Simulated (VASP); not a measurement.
# CaO in VASP: a series of runs, part 2 of 2

VASP 6.6.1. Earlier steps stand in the parts before.

## Step 4: Single point, PBE (uniaxial x strain -0.9%)

File INCAR:

```
SYSTEM = CaO
PREC = Accurate ; ENCUT = 520
EDIFF = 1E-6 ; ISMEAR = -1
SIGMA = 0.02 ; LREAL = .FALSE.
LASPH = .TRUE. ; NELM = 80
ALGO = Normal ; ISIF = 2
LWAVE = .FALSE. ; LCHARG = .FALSE.
GGA = PE ; NBANDS = 15
```

File KPOINTS:

```
Automatic mesh
0
G
  10 10 10
  0 0 0
```

File POSCAR:

```
CaO
1.0
    0.0000000000      2.3975501188      2.3975501188
    2.3766914328      0.0000000000      2.3975501188
    2.3766914328      2.3975501188      0.0000000000
Ca O
1 1
Direct
    0.0000000000      0.0000000000      0.0000000000
    0.5000000000      0.5000000000      0.5000000000
```

Potentials or basis: VASP PAW PBE potentials, release 64 (Ca_sv, O).

The run is started by

```sh
> cat potpaw_PBE.64/Ca_sv/POTCAR potpaw_PBE.64/O/POTCAR > POTCAR
> mpirun -np 1 vasp_std > vasp.out
```

OUTCAR:

```text
SYSTEM = CaO
   PREC = Accurate
   ENCUT = 520
   EDIFF = 1E-6
   ISMEAR = -1
   LREAL = .FALSE.
   LASPH = .TRUE.
   NELM = 80
   ISIF = 2
   GGA = PE

 ion  position               nearest neighbor table
   1  0.000  0.000  0.000-   2 2.38   2 2.38   2 2.40   2 2.40   2 2.40   2 2.40
   2  0.500  0.500  0.500-   1 2.38   1 2.38   1 2.40   1 2.40   1 2.40   1 2.40

  LATTYP: Found a body centered tetragonal cell.
 ALAT       =     3.3906478945
 C/A-ratio  =     1.4019099044

  Lattice vectors:

 A1 = (  -2.3766914328,   0.0000000000,  -2.3975501188)
 A2 = (  -2.3766914328,   0.0000000000,   2.3975501188)
 A3 = (   2.3766914328,   2.3975501188,   0.0000000000)

Analysis of symmetry for initial positions (statically):
=====================================================================
 Subroutine PRICEL returns:
 Original cell was already a primitive cell.

 Routine SETGRP: Setting up the symmetry group for a
 body centered tetragonal supercell.

 Subroutine GETGRP returns: Found 16 space group operations
 (whereof 16 operations were pure point group operations)
 out of a pool of 16 trial point group operations.

The static configuration has the point symmetry D_4h.

Analysis of symmetry for dynamics (positions and initial velocities):
=====================================================================
 Subroutine PRICEL returns:
 Original cell was already a primitive cell.

 Routine SETGRP: Setting up the symmetry group for a
 body centered tetragonal supercell.

 Subroutine GETGRP returns: Found 16 space group operations
 (whereof 16 operations were pure point group operations)
 out of a pool of 16 trial point group operations.

The dynamic configuration has the point symmetry D_4h.

 Subroutine INISYM returns: Found 16 space group operations
 (whereof 16 operations are pure point group operations),
 and found     1 'primitive' translations

----------------------------------------------------------------------------------------
[... 122 lines left out ...]
   LEPSILON=     F    determine dielectric tensor
   LRPA    =     F    only Hartree local field effects (RPA)
 non-spin polarized calculation
  energy-cutoff  :      520.00
  volume of cell :       27.32
 maximum number of plane-waves:       751
 NGX is ok and might be reduce to    28
   NGX = 13   NGY = 13   NGZ = 13

 number of electron      15.9999997 magnetization

 Free energy of the ion-electron system (eV)
  ---------------------------------------------------
  ext. energy  EPLUGINS =         0.00000000
  ---------------------------------------------------
  free energy    TOTEN  =       -12.79127685 eV

  energy without entropy =      -12.79127685  energy(sigma->0) =      -12.79127685

 E-fermi :   2.9473     XC(G=0): -10.5524

 val. band max:        2.4562189491   @ k =   0.0000   0.0000   0.0000
 cond. band min:       6.0520040816   @ k =   0.0000   0.5000   0.5000
 fundamental gap:      3.5957851326
 Fermi energy:         2.9472607751

 k-point     1 :       0.0000    0.0000    0.0000
  band No.  band energies     occupation
      1     -35.1319      2.00000
      2     -15.8860      2.00000
      3     -15.8860      2.00000
      4     -15.8801      2.00000
      5     -13.1226      2.00000
      6       2.4331      2.00000
      7       2.4331      2.00000
      8       2.4562      2.00000
      9       7.2803      0.00000
     10       8.6850      0.00000
     11       8.6850      0.00000
     12       8.7447      0.00000
     13      10.1955      0.00000
     14      10.2801      0.00000
[... 401 lines left out ...]
      2     -16.5670      2.00000
      3     -16.0929      2.00000
      4     -16.0619      2.00000
      5     -12.5859      2.00000
      6       0.7468      2.00000
      7       1.8896      2.00000
      8       1.9934      2.00000
      9       6.7596      0.00000
     10      10.2196      0.00000
     11      11.3173      0.00000
     12      11.3890      0.00000
     13      11.5314      0.00000
     14      13.3542      0.00000
     15      18.2086      0.00000

 [... further k-points ...]

------------------------ aborting loop because EDIFF is reached ----------------------------------------

  FORCE on cell =-STRESS in cart. coord.  units (eV):
  Direction    XX          YY          ZZ          XY          YZ          ZX
  --------------------------------------------------------------------------------------
  -------------------------------------------------------------------------------------
  Total        0.8852431      0.6142405      0.6142405     -0.0000000      0.0000000      0.0000000
  in kB       51.9080793     36.0172723     36.0172723     -0.0000000      0.0000000      0.0000000
  external PRESSURE =      41.3142080 kB  Pullay stress =       0.0000000 kB

 VOLUME and BASIS-vectors are now :
 -----------------------------------------------------------------------------
  energy-cutoff  :      520.00
  volume of cell :       27.32
      direct lattice vectors                 reciprocal lattice vectors
     0.000000000  2.397550119  2.397550119    -0.210376489  0.208546214  0.208546214
     2.376691433  0.000000000  2.397550119     0.210376489 -0.208546214  0.208546214
     2.376691433  2.397550119  0.000000000     0.210376489  0.208546214 -0.208546214

 POSITION                                       TOTAL-FORCE (eV/Angst)
 -----------------------------------------------------------------------------------
      0.00000      0.00000      0.00000         0.000000      0.000000      0.000000
      2.37669      2.39755      2.39755        -0.000000      0.000000      0.000000
 -----------------------------------------------------------------------------------
    total drift:                                0.000000      0.000000      0.000000

  FREE ENERGIE OF THE ION-ELECTRON SYSTEM (eV)
  ---------------------------------------------------
  free  energy   TOTEN  =       -12.7912768461 eV

  energy  without entropy=      -12.7912768461  energy(sigma->0) =      -12.79127685
```

OSZICAR:

```text
N       E                     dE             d eps       ncg     rms          rms(c)
DAV:   1     0.124722363714E+03    0.12472E+03   -0.83647E+03  3060   0.109E+03
DAV:   2    -0.924016137173E+01   -0.13396E+03   -0.12524E+03  3887   0.290E+02
DAV:   3    -0.143779652927E+02   -0.51378E+01   -0.51097E+01  3606   0.589E+01
DAV:   4    -0.145040595568E+02   -0.12609E+00   -0.12599E+00  4420   0.836E+00
DAV:   5    -0.145058196683E+02   -0.17601E-02   -0.17601E-02  3513   0.791E-01    0.857E+00
DAV:   6    -0.128647256366E+02    0.16411E+01   -0.50404E+00  3523   0.221E+01    0.354E+00
DAV:   7    -0.127947179254E+02    0.70008E-01   -0.40124E-01  3501   0.659E+00    0.179E+00
DAV:   8    -0.127922237453E+02    0.24942E-02   -0.74754E-02  3998   0.295E+00    0.422E-01
DAV:   9    -0.127906562153E+02    0.15675E-02   -0.46558E-03  3172   0.577E-01    0.108E-01
DAV:  10    -0.127913007658E+02   -0.64455E-03   -0.71513E-04  3816   0.242E-01    0.406E-02
DAV:  11    -0.127912771693E+02    0.23596E-04   -0.50418E-05  3595   0.835E-02    0.734E-03
DAV:  12    -0.127912768461E+02    0.32318E-06   -0.69938E-06  3620   0.244E-02
   1 F= -.12791277E+02 E0= -.12791277E+02  d E =-.398508E-13
```

stdout:

```text
POSCAR found type information on POSCAR CaO
 POSCAR found :  2 types and       2 ions
 scaLAPACK will be used
 LDA part: xc-table for (Slater+PW92), standard interpolation
 POSCAR, INCAR and KPOINTS ok, starting setup
 FFT: planning ... GRIDC
 FFT: planning ... GRID_SOFT
 FFT: planning ... GRID
 WAVECAR not read
 entering main loop
```

It took 42 s on 1 thread of Intel Xeon Platinum 8259CL at 2.50GHz (Skylake/Cascade Lake), shared host; peak memory 0.18 GiB.

What came out:

| Property | Result |
| --- | --- |
| Free energy | -12.7913 eV |
| Pressure | 4.1 GPa |
| Band gap on the k mesh | 3.60 eV, indirect (least direct gap 3.99 eV) |

Stress tensor (GPa, compression positive):
```
5.19 0.00 0.00
0.00 3.60 0.00
0.00 0.00 3.60
```

Caveat: the cell differs from its parent crystal (uniaxial x strain -0.9%).

## Step 5: Single point, PBE (epitaxial xy strain -0.7%)

File INCAR:

```
ALGO = Normal
EDIFF = 1E-6
ENCUT = 520
GGA = PE
ISIF = 2
ISMEAR = -1
LASPH = True
LCHARG = False
LREAL = False
LWAVE = False
NBANDS = 15
NELM = 100
PREC = Accurate
SIGMA = 0.02
```

File KPOINTS:

```
k-points
0
Gamma
  10 10 10
```

File POSCAR:

```
CaO
1.0
    0.0000000000      2.3819660430      2.4055112252
    2.3819660430      0.0000000000      2.4055112252
    2.3819660430      2.3819660430      0.0000000000
Ca O
1 1
Direct
    0.0000000000      0.0000000000      0.0000000000
    0.5000000000      0.5000000000      0.5000000000
```

The run is started by

```sh
> cat potpaw_PBE.64/Ca_sv/POTCAR potpaw_PBE.64/O/POTCAR > POTCAR
> mpirun -np 1 vasp_std > vasp.out
```

Run time: 39 s. Hardware: 1 thread of Intel Xeon Platinum 8259CL at 2.50GHz (Skylake/Cascade Lake), shared host; peak memory 0.18 GiB.

The run converged. Its results:

- Free energy: -12.7903 eV
- Pressure: 4.3 GPa
- Band gap on the k mesh: 3.61 eV, indirect (least direct gap 3.99 eV)

Stress tensor (GPa, compression positive):
```
4.84 0.00 0.00
0.00 4.84 0.00
0.00 0.00 3.10
```

Levels at points of the mesh, in eV from the valence-band top:
| k point | band 6 | band 7 | band 8 | band 9 | band 10 | band 11 |
| --- | --- | --- | --- | --- | --- | --- |
| (0.00, 0.00, 0.00) | -0.03 | 0.00 | 0.00 | 4.84 | 6.21 | 6.28 |
| (0.50, 0.00, 0.00) | -2.69 | -1.25 | -1.25 | 7.12 | 8.43 | 8.44 |
| (0.50, 0.50, 0.00) | -1.34 | -0.36 | -0.36 | 3.64 | 8.15 | 8.98 |
| (0.50, 0.00, 0.50) | -1.28 | -0.40 | -0.38 | 3.61 | 8.16 | 8.98 |

Caveat: the cell differs from its parent crystal (epitaxial xy strain -0.7%). A k mesh can miss the band edges.

## Step 6: Overview

```tsv
level	cell	smearing	gap on the mesh (eV)	pressure (GPa)
PBE	a = 3.573 Å, angles 60.0°, 2 atoms	fermi-dirac 0.02 eV	3.60	-10.3
r2SCAN	a = 3.573 Å, angles 60.0°, 2 atoms	gaussian 0.01 eV	4.17	-12.6
PBE	a = 3.391, b = 3.376, c = 3.376 Å, angles 60.3, 59.9, 59.9°, 2 atoms	fermi-dirac 0.02 eV	3.60	4.1
PBE	a = 3.385, b = 3.385, c = 3.369 Å, angles 60.2, 60.2, 59.7°, 2 atoms	fermi-dirac 0.02 eV	3.61	4.3
```

Alike in all rows: task single point; potentials or basis VASP PAW PBE potentials, release 64 (Ca_sv, O); no spin polarisation; k mesh 10 × 10 × 10; cutoff (eV) 520.

Caveats: the PAW data sets were made with another functional, which shifts forces and pressure a little (some runs).

Total energies depend on the potentials used, so only differences within one code and one set of settings carry meaning.
